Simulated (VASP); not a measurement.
# Si (P1) in VASP: single point with PBEsol

Aim: the single point of Si with PBEsol.

All numbers are computed with VASP 6.6.1; they aren't measurements. Logs are shortened: lines on timing, memory, paths and dates and some standing lists are left out, and cuts for length are marked.

**1. The cell of the first run**

The typed cell holds 16 atoms: a = 7.730 Å, b = 7.730 Å, c = 7.730 Å, α = 60.00°, β = 60.00°, γ = 60.00°.

**2. Single point, PBEsol**

The input, INCAR:

```
SYSTEM = Si
PREC = Accurate
ENCUT = 520
EDIFF = 1E-6
ISMEAR = -1
SIGMA = 0.05
LREAL = Auto
LASPH = .TRUE.
NELM = 60
ALGO = Normal
ISIF = 2
LWAVE = .FALSE.
LCHARG = .FALSE.
GGA = PS
NBANDS = 46
```

The input, KPOINTS:

```
Automatic mesh
0
Gamma
  2 2 2
  0.5 0.5 0.5
```

The input, POSCAR:

```
Si
1.0
    0.0000000000      5.4659910000      5.4659910000
    5.4659910000      0.0000000000      5.4659910000
    5.4659910000      5.4659910000      0.0000000000
Si
16
Direct
    0.0413270000      0.9886910000      0.9914580000
    0.5230350000      0.4906070000      0.4853880000
    0.1632610000      0.1057090000      0.1105330000
    0.6156100000      0.6518340000      0.6381510000
    0.0331430000      0.9796970000      0.4925510000
    0.4826280000      0.5265930000      0.0133980000
    0.1358850000      0.0909210000      0.6458600000
    0.6139350000      0.6267360000      0.1571410000
    0.0158360000      0.4987370000      0.9797000000
    0.4925180000      0.0061490000      0.4808490000
    0.1305690000      0.6258900000      0.1062760000
    0.6323060000      0.1344440000      0.6207480000
    0.5091960000      0.9817670000      0.9944040000
    0.9872990000      0.5146010000      0.5187620000
    0.6373870000      0.1196210000      0.1253070000
    0.0930920000      0.6315040000      0.6326340000
```

Potentials or basis: VASP PAW PBE potentials, release 64 (Si).

The run is started by

```sh
$ cat potpaw_PBE.64/Si/POTCAR > POTCAR
$ mpirun -np 1 vasp_std > vasp.out
```

OUTCAR:

```text
SYSTEM = Si
   PREC = Accurate
   ENCUT = 520
   EDIFF = 1E-6
   ISMEAR = -1
   LREAL = Auto
   LASPH = .TRUE.
   NELM = 60
   ISIF = 2
   GGA = PS

 ion  position               nearest neighbor table
   1  0.041  0.989  0.991-   7 2.19   3 2.26  11 2.31  15 2.55
   2  0.523  0.491  0.485-   8 2.08  12 2.25   4 2.58  16 2.71
   3  0.163  0.106  0.111-  13 2.18   1 2.26   5 2.41   9 2.48
   4  0.616  0.652  0.638-  10 2.26  14 2.35   6 2.37   2 2.58
   5  0.033  0.980  0.493-  16 2.23   7 2.33   3 2.41  12 2.53
   6  0.483  0.527  0.013-  11 2.24   4 2.37   8 2.37  15 2.57
[... 8 lines left out ...]
  15  0.637  0.120  0.125-  10 2.25  13 2.51   1 2.55   6 2.57
  16  0.093  0.632  0.633-  14 2.12   9 2.21   5 2.23   2 2.71

  LATTYP: Found a face centered cubic cell.
 ALAT       =    10.9319820000

  Lattice vectors:

 A1 = (   0.0000000000,   5.4659910000,   5.4659910000)
 A2 = (   5.4659910000,   0.0000000000,   5.4659910000)
 A3 = (   5.4659910000,   5.4659910000,   0.0000000000)

Analysis of symmetry for initial positions (statically):
=====================================================================
 Subroutine PRICEL returns:
 Original cell was already a primitive cell.

 Routine SETGRP: Setting up the symmetry group for a
 face centered cubic supercell.

 Subroutine GETGRP returns: Found  1 space group operations
 (whereof  1 operations were pure point group operations)
 out of a pool of 48 trial point group operations.

The static configuration has the point symmetry C_1 .

Analysis of symmetry for dynamics (positions and initial velocities):
=====================================================================
 Subroutine PRICEL returns:
 Original cell was already a primitive cell.

 Routine SETGRP: Setting up the symmetry group for a
 face centered cubic supercell.

 Subroutine GETGRP returns: Found  1 space group operations
 (whereof  1 operations were pure point group operations)
 out of a pool of 48 trial point group operations.

The dynamic configuration has the point symmetry C_1 .

 Subroutine INISYM returns: Found  1 space group operations
 (whereof  1 operations are pure point group operations),
 and found     1 'primitive' translations

----------------------------------------------------------------------------------------

                                     Primitive cell

  volume of cell :     326.6155

  direct lattice vectors                    reciprocal lattice vectors
     0.000000000  5.465991000  5.465991000    -0.091474721  0.091474721  0.091474721
     5.465991000  0.000000000  5.465991000     0.091474721 -0.091474721  0.091474721
     5.465991000  5.465991000  0.000000000     0.091474721  0.091474721 -0.091474721

  length of vectors
     7.730078604  7.730078604  7.730078604     0.158438864  0.158438864  0.158438864

  position of ions in fractional coordinates (direct lattice)
     0.041327000  0.988691000  0.991458000
     0.523035000  0.490607000  0.485388000
     0.163261000  0.105709000  0.110533000
     0.615610000  0.651834000  0.638151000
     0.033143000  0.979697000  0.492551000
     0.482628000  0.526593000  0.013398000
[... 8 lines left out ...]
     0.637387000  0.119621000  0.125307000
     0.093092000  0.631504000  0.632634000

  ion indices of the primitive-cell ions
   primitive index   ion index
                 1           1
                 2           2
                 3           3
                 4           4
                 5           5
                 6           6
[... 8 lines left out ...]
                15          15
                16          16

----------------------------------------------------------------------------------------

 KPOINTS: Automatic mesh

Automatic generation of k-mesh.
 Grid dimensions read from file:
 generate k-points for:    2    2    2

 Generating k-lattice:

  Cartesian coordinates                     Fractional coordinates (reciprocal lattice)
    -0.045737360  0.045737360  0.045737360     0.500000000  0.000000000  0.000000000
     0.045737360 -0.045737360  0.045737360     0.000000000  0.500000000  0.000000000
     0.045737360  0.045737360 -0.045737360     0.000000000  0.000000000  0.500000000

  Length of vectors
     0.079219432  0.079219432  0.079219432

  Shift w.r.t. Gamma in fractional coordinates (k-lattice)
     0.500000000  0.500000000  0.500000000

 Subroutine IBZKPT returns following result:
 ===========================================

 Found     16 irreducible k-points:

 Following reciprocal coordinates:
            Coordinates               Weight
  0.250000  0.250000  0.250000      2.000000
  0.250000  0.000000  0.000000      2.000000
  0.000000  0.000000 -0.250000      2.000000
  0.000000  0.250000  0.000000      2.000000
 -0.250000  0.250000  0.250000      2.000000
  0.250000 -0.250000  0.250000      2.000000
[... 8 lines left out ...]
  0.000000  0.250000  0.500000      2.000000
  0.500000  0.250000  0.000000      2.000000
   k-points           NKPTS =     16   k-points in BZ     NKDIM =     16   number of bands    NBANDS=     46
   number of dos      NEDOS =    301   number of ions     NIONS =     16
   total plane-waves  NPLWV = 216000
   dimension x,y,z NGX =    60 NGY =   60 NGZ =   60
   dimension x,y,z NGXF=   120 NGYF=  120 NGZF=  120
   ions per type =              16
   NGX,Y,Z   is equivalent  to a cutoff of  12.90, 12.90, 12.90 a.u.
   NGXF,Y,Z  is equivalent  to a cutoff of  25.81, 25.81, 25.81 a.u.
 SYSTEM =  Si
   PREC   = accura    normal or accurate (medium, high low for compatibility)
   ISTART =      0    job   : 0-new  1-cont  2-samecut
   ICHARG =      2    charge: 1-file 2-atom 10-const
   ISPIN  =      1    spin polarized calculation?
   LNONCOLLINEAR =      F non collinear calculations
   LSORBIT =      F    spin-orbit coupling
   LASPH  =      T    aspherical Exc in radial PAW
   ENCUT  =  520.0 eV  38.22 Ry    6.18 a.u.  14.37 14.37 14.37*2*pi/ulx,y,z
   NELM   =     60;   NELMIN=  2; NELMDL= -5     # of ELM steps
   EDIFF  = 0.1E-05   stopping-criterion for ELM
   LREAL  =      T    real-space projection
   EDIFFG = 0.1E-04   stopping-criterion for IOM
   NSW    =      0    number of steps for IOM
   IBRION =     -1    ionic relax: 0-MD 1-quasi-New 2-CG
   NFREE  =      0    steps in history (QN), initial steepest desc. (CG)
   ISIF   =      2    stress and relaxation
   ISYM   =      2    0-nonsym 1-usesym 2-fastsym
   POTIM  = 0.5000    time-step for ionic-motion
   TEBEG  =    0.0;   TEEND  =   0.0 temperature during run
   PSTRESS=    0.0 pullay stress
   NELECT =      64.0000    total number of electrons
   NUPDOWN=      -1.0000    fix difference up-down
   EMIN   =  10.00;   EMAX   =-10.00  energy-range for DOS
   EFERMI =   0.00;   METHOD = LEGACY
   ISMEAR =    -1;   SIGMA  =   0.05  broadening in eV -4-tet -1-fermi 0-gaus
   EFERMI_NEDOS =   21; number of points for ismear=-14 and -15
   IALGO  =     38    algorithm
   IMIX   =      4    mixing-type and parameters
     AMIX     =   0.40;   BMIX     =  1.00
     AMIX_MAG =   1.60;   BMIX_MAG =  1.00
  volume/ion in A,a.u.               =      20.41       137.76
  Fermi-wavevector in a.u.,A,eV,Ry     =   0.950873  1.796890 12.301840  0.904160
  Thomas-Fermi vector in A             =   2.079291
   LORBIT       =      0    0 simple, 1 ext, 2 COOP (PROOUT), +10 PAW based schemes
   GGA     = PS    functional components
   LHFCALC =     F    Hartree Fock is set to
   AEXX    =    0.0000 exact exchange contribution
   IVDW    =     0    specifies the selected vdW correction
   LEPSILON=     F    determine dielectric tensor
   LRPA    =     F    only Hartree local field effects (RPA)
 non-spin polarized calculation
  energy-cutoff  :      520.00
  volume of cell :      326.62
 maximum number of plane-waves:      8789
 NGX is ok and might be reduce to    60
   NGX = 29   NGY = 29   NGZ = 29

 number of electron      64.0000000 magnetization

 Free energy of the ion-electron system (eV)
  ---------------------------------------------------
  ext. energy  EPLUGINS =         0.00000000
  ---------------------------------------------------
  free energy    TOTEN  =       -88.19633919 eV

  energy without entropy =      -88.19206397  energy(sigma->0) =      -88.19420158

 E-fermi :   5.8794     XC(G=0):  -9.4762

 val. band max:        5.6851694551   @ k =   0.0000   0.0000  -0.2500
 cond. band min:       6.0705754917   @ k =   0.2500   0.0000   0.0000
 fundamental gap:      0.3854060366
 Fermi energy:         5.8794423940

 k-point     1 :       0.2500    0.2500    0.2500
  band No.  band energies     occupation
      1      -6.2420      2.00000
      2      -4.8135      2.00000
      3      -4.3550      2.00000
      4      -4.1058      2.00000
      5      -3.9195      2.00000
      6      -3.3201      2.00000
[... 36 lines left out ...]
     43       7.9875      0.00000
     44       8.3472      0.00000

 k-point     2 :       0.2500    0.0000    0.0000
  band No.  band energies     occupation
      1      -6.2477      2.00000
      2      -4.8626      2.00000
      3      -4.2474      2.00000
      4      -4.0836      2.00000
      5      -3.9242      2.00000
      6      -3.3139      2.00000
[... 36 lines left out ...]
     43       7.9668      0.00000
     44       8.3060      0.00000

 k-point     3 :       0.0000    0.0000   -0.2500
  band No.  band energies     occupation
      1      -6.2380      2.00000
      2      -4.8094      2.00000
      3      -4.3109      2.00000
      4      -4.0941      2.00000
      5      -3.9522      2.00000
      6      -3.4201      2.00000
[... 36 lines left out ...]
     43       8.0009      0.00000
     44       8.3376      0.00000

 k-point     4 :       0.0000    0.2500    0.0000
  band No.  band energies     occupation
      1      -6.2487      2.00000
      2      -4.7770      2.00000
      3      -4.3562      2.00000
      4      -4.0838      2.00000
      5      -3.9333      2.00000
      6      -3.3827      2.00000
[... 506 lines left out ...]
     43       9.0615      0.00000
     44       9.1486      0.00000

 k-point    15 :       0.0000    0.2500    0.5000
  band No.  band energies     occupation
      1      -5.7472      2.00000
      2      -5.2666      2.00000
      3      -4.6991      2.00000
      4      -4.3721      2.00000
      5      -4.0505      2.00000
      6      -3.5501      2.00000
[... 36 lines left out ...]
     43       8.9806      0.00000
     44       9.0682      0.00000

 k-point    16 :       0.5000    0.2500    0.0000
  band No.  band energies     occupation
      1      -5.7867      2.00000
      2      -5.2495      2.00000
      3      -4.6269      2.00000
      4      -4.3521      2.00000
      5      -4.1384      2.00000
      6      -3.5439      2.00000
[... 36 lines left out ...]
     43       8.9719      0.00000
     44       9.1273      0.00000
 [bands above 44 left out]

------------------------ aborting loop because EDIFF is reached ----------------------------------------

  FORCE on cell =-STRESS in cart. coord.  units (eV):
  Direction    XX          YY          ZZ          XY          YZ          ZX
  --------------------------------------------------------------------------------------
  -------------------------------------------------------------------------------------
  Total        1.5170693      4.8563233      4.5895032      3.9238608     -4.1283477     -1.5188632
  in kB        7.4418218     23.8221768     22.5133192     19.2480811    -20.2511701     -7.4506219
  external PRESSURE =      17.9257726 kB  Pullay stress =       0.0000000 kB

 VOLUME and BASIS-vectors are now :
 -----------------------------------------------------------------------------
  energy-cutoff  :      520.00
  volume of cell :      326.62
      direct lattice vectors                 reciprocal lattice vectors
     0.000000000  5.465991000  5.465991000    -0.091474721  0.091474721  0.091474721
     5.465991000  0.000000000  5.465991000     0.091474721 -0.091474721  0.091474721
     5.465991000  5.465991000  0.000000000     0.091474721  0.091474721 -0.091474721

 POSITION                                       TOTAL-FORCE (eV/Angst)
 -----------------------------------------------------------------------------------
     10.82348      5.64519      5.63007         1.229197     -0.533244     -2.264902
      5.33478      5.51203      5.54056         4.376186      1.829271     -2.001246
      1.18198      1.49656      1.47019         2.324716     -0.816573     -0.318672
      7.05105      6.85305      6.92784        -1.436011      0.084147     -1.124198
      8.04729      2.87344      5.53617         1.316776     -1.669774      0.041449
      2.95159      2.71127      5.51639        -1.661481      1.374783     -0.039826
[... 8 lines left out ...]
      1.33877      4.16888      4.13780        -0.781016     -1.264503      1.232054
      6.90977      3.96681      3.96064        -0.895717      2.087710      2.582395
 -----------------------------------------------------------------------------------
    total drift:                               -0.002231     -0.002417     -0.002519

  FREE ENERGIE OF THE ION-ELECTRON SYSTEM (eV)
  ---------------------------------------------------
  free  energy   TOTEN  =       -88.1963391899 eV

  energy  without entropy=      -88.1920639729  energy(sigma->0) =      -88.19420158
```

It took 10 min on 1 thread of Intel Xeon 8259CL, shared host; peak memory 0.52 GiB.

What came out:

- Free energy: -88.1963 eV
- Pressure: 1.8 GPa
- Largest force: 5.148 eV/Å
- Band gap on the k mesh: 0.39 eV (least direct gap 0.41 eV)

Forces in eV/Å, atoms in the order of the input:
```
Si   1.229 -0.533 -2.265
Si   4.376  1.829 -2.001
Si   2.325 -0.817 -0.319
Si  -1.436  0.084 -1.124
Si   1.317 -1.670  0.041
Si  -1.661  1.375 -0.040
Si   0.358 -2.279  1.762
Si  -3.531 -1.575  2.147
Si   1.109  0.908 -1.914
Si   1.301  1.375  1.145
Si   1.470  0.735 -1.213
Si  -2.090  0.345 -0.732
Si   0.223  1.113  2.577
Si  -3.313 -1.715 -1.879
Si  -0.781 -1.265  1.232
Si  -0.896  2.088  2.582
```

Levels at points of the mesh, in eV from the valence-band top:
```
           k point  band 28  band 29  band 30  band 31  band 32  band 33  band 34  band 35  band 36  band 37
(0.25, 0.25, 0.25)    -1.43    -1.39    -0.92    -0.35    -0.01     0.40     0.51     0.66     1.11     1.38
```

Caveat: the PAW data sets were made with another functional, which shifts forces and pressure a little; a shifted mesh leaves out Γ, where band edges can lie. A k mesh can miss the band edges.
